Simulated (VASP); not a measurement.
**Hf: electric field gradients with PBEsol**

Crystal: Hf.

```
CELL_PARAMETERS angstrom
0.00000 2.23470 2.23470
2.23470 0.00000 2.23470
2.23470 2.23470 0.00000
ATOMIC_POSITIONS crystal
Hf 0.00000 0.00000 0.00000
```

This isn't the form of Hf at room conditions, which is hcp.

* Program: VASP 6.6.1
* Task: electric field gradients
* Functional: PBEsol
* Potentials or basis: VASP PAW PBE potentials, release 64 (Hf_pv)
* Cutoff: 520 eV
* k mesh: 16 × 16 × 16
* Occupations: fermi-dirac, width 0.03 eV
* Spin: no spin polarisation
* Dipole correction: no
* Further INCAR settings: ALGO = Normal; EDIFF = 1e-08; NBANDS = 11

| Property | Result |
| --- | --- |
| Pressure | -4.0 GPa |
| Band gap on the k mesh | zero (bands 5 and 6 overlap by 1.78 eV) |
| Largest electric field gradient by atom | under 0.05 V/Å² on every atom |

Levels at points of the mesh, in eV from the Fermi level:
| k point | band 3 | band 4 | band 5 | band 6 | band 7 | band 8 |
| --- | --- | --- | --- | --- | --- | --- |
| (0.00, 0.00, 0.00) | -29.95 | -7.22 | 1.39 | 1.39 | 1.39 | 4.19 |
| (0.50, 0.00, 0.00) | -30.06 | -3.65 | 0.62 | 1.17 | 1.17 | 6.32 |
| (0.50, 0.50, 0.00) | -30.25 | -3.26 | -2.13 | 2.56 | 6.33 | 6.96 |

Run time: 36 s on 1 thread of Intel Xeon 8259CL, on a shared host, peak memory 0.16 GiB.

Caveat: the cell stands under tension; the PAW data sets were made with another functional, which shifts forces and pressure a little; spin-orbit coupling is left out, which moves the levels of the heavy elements.
